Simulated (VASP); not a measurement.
Wanted: the native input for a VASP 6.6.1 run.

* Task: single point
* Functional: PBEsol
* Dispersion: D3(BJ)
* Potentials or basis: VASP PAW PBE potentials, release 64 (Hf_pv, O)
* Cutoff: 520 eV
* k mesh: 9 × 9 × 9
* Occupations: fermi-dirac, width 0.05 eV
* Spin: no spin polarisation
* Dipole correction: no
* Further INCAR settings: ALGO = Normal; EDIFF = 1e-07; NBANDS = 18

The structure of HfO2 lies in POSCAR:

```
HfO2
1.0
    0.0000000000      2.5108495722      2.5108495722
    2.5108495722      0.0000000000      2.5108495722
    2.5108495722      2.5108495722      0.0000000000
Hf O
1 2
Direct
    0.0000000000      0.0000000000      0.0000000000
    0.7500000000      0.7500000000      0.7500000000
    0.2500000000      0.2500000000      0.2500000000
```

The input as run:

INCAR

```
SYSTEM = HfO2
ALGO = Normal ; EDIFF = 1E-7
ENCUT = 520 ; GGA = PS
ISIF = 2 ; ISMEAR = -1
IVDW = 12 ; LASPH = .True.
LCHARG = .True. ; LELF = .True.
LREAL = .False. ; LVHAR = .True.
LWAVE = .False. ; NBANDS = 18
NELM = 100 ; PREC = Accurate
SIGMA = 0.05
```

KPOINTS

```
k-points
0
Gamma
  9 9 9
  0 0 0
```

Potentials or basis: VASP PAW PBE potentials, release 64 (Hf_pv, O).

The run is started by

```console
$ cat potpaw_PBE.64/Hf_pv/POTCAR potpaw_PBE.64/O/POTCAR > POTCAR
$ mpirun -np 1 vasp_std > vasp.out
```

It gave:

The pressure is -3.8 GPa, the band gap on the k mesh is 3.86 eV, indirect (least direct gap 3.99 eV) and the dispersion energy per atom is -0.234 eV.

Caveat: the PAW data sets were made with another functional, which shifts forces and pressure a little; spin-orbit coupling is left out, which moves the levels of the heavy elements.

Wall time 31 s on 1 thread of AMD EPYC 7R43 64-Core Processor (Zen 3), with other jobs on the host, peak memory 0.15 GiB.
